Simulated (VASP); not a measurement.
Runs of VASP 6.6.1 on CsCl. The structure is that of space group Pm-3m (No. 221), or close to it. The cells are those of the table. 

| task | cell | k mesh | gap on the mesh (eV) | pressure (GPa) |
| --- | --- | --- | --- | --- |
| single point | a = 4.055 Å, 2 atoms | 8 × 8 × 8 | 5.84 | (a) |
| single point | a = 4.112 Å, 2 atoms | 8 × 8 × 8 | 5.89 | (b) |
| relaxation of cell and atoms | relaxed from a = 4.123 Å, 2 atoms | 6 × 6 × 6 | 5.91 | 0.0 |
| single point | a = 4.140 Å, 2 atoms | 6 × 6 × 6 | 5.91 | 0.0 |
| single point | a = 4.167 Å, 2 atoms | 8 × 8 × 8 | 5.90 | -0.3 |

Alike in all rows: level r2SCAN; potentials or basis VASP PAW PBE potentials, release 64 (Cs_sv, Cl); no spin polarisation; cutoff (eV) 550; smearing fermi-dirac 0.02 eV.

Question: Estimate the missing entries.

Answer: (a) 1.4; (b) 0.4.

Caveats: the PAW data sets were made with another functional, which shifts forces and pressure a little; spin-orbit coupling is left out, which moves the levels of the heavy elements.

A k mesh can miss the band edges, and the runs leave out spin-orbit coupling on Cs.
